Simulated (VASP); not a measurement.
Here is a VASP 6.6.1 calculation.

File INCAR:

```
ALGO = Normal
EDIFF = 1E-6
ENCUT = 520
GGA = PE
ISIF = 2
ISMEAR = 0
LASPH = True
LCHARG = False
LREAL = Auto
LWAVE = False
NBANDS = 72
NELM = 100
PREC = Accurate
SIGMA = 0.05
```

KPOINTS

```
k-points
0
Gamma
  3 3 3
```

POSCAR

```
Al30Ga
1.0
    8.1000000000      0.0000000000      0.0000000000
    0.0000000000      8.1000000000      0.0000000000
    0.0000000000      0.0000000000      8.1000000000
Al Ga
30 1
Direct
    0.5000544444      0.0025403704     -0.0016858025
    0.7474596296      0.2499455556     -0.0016858025
    0.7505402469     -0.0005402469      0.2500000000
   -0.0009672840     -0.0010746914      0.0012309877
    0.2511904938      0.2488219753     -0.0005370370
    0.5011780247      0.4988095062     -0.0005370370
    0.7510746914      0.7509672840      0.0012309877
    0.2486079012     -0.0015948148      0.2500000000
    0.5003809877      0.2496190123      0.2500000000
    0.7515948148      0.5013920988      0.2500000000
    0.5000544444      0.0025403704      0.5016858025
    0.7474596296      0.2499455556      0.5016858025
    0.7477591358      0.0022408642      0.7500000000
   -0.0003467901      0.5010266667      0.0010792593
    0.2489733333      0.7503467901      0.0010792593
   -0.0011703704      0.2496161728      0.2500000000
    0.2488691358      0.5011308642      0.2500000000
    0.5003838272      0.7511703704      0.2500000000
   -0.0009672840     -0.0010746914      0.4987690123
    0.2511904938      0.2488219753      0.5005370370
    0.5011780247      0.4988095062      0.5005370370
    0.7510746914      0.7509672840      0.4987690123
    0.2516059259      0.0012713580      0.7500000000
    0.7487286420      0.4983940741      0.7500000000
   -0.0002176543      0.7502176543      0.2500000000
   -0.0003467901      0.5010266667      0.4989207407
    0.2489733333      0.7503467901      0.4989207407
   -0.0011367901      0.2489949383      0.7500000000
    0.5010050617      0.7511367901      0.7500000000
   -0.0003458025      0.7503458025      0.7500000000
    0.2561618519      0.4938381481      0.7500000000
```

Potentials or basis: VASP PAW PBE potentials, release 64 (Al, Ga_d).

Run with:

```console
$ cat potpaw_PBE.64/Al/POTCAR potpaw_PBE.64/Ga_d/POTCAR > POTCAR
$ mpirun -np 1 vasp_std > vasp.out
```

Problem. What does it give for the band gap on the k mesh?

Solution. Zero (an odd number of electrons rules out a gap without spin polarisation).

Problem. Predict the largest force.

Solution. 0.021 eV/Å.

Stress tensor (GPa, compression positive):
```
-0.89  0.35  0.00
 0.35 -0.89  0.00
 0.00  0.00 -1.26
```
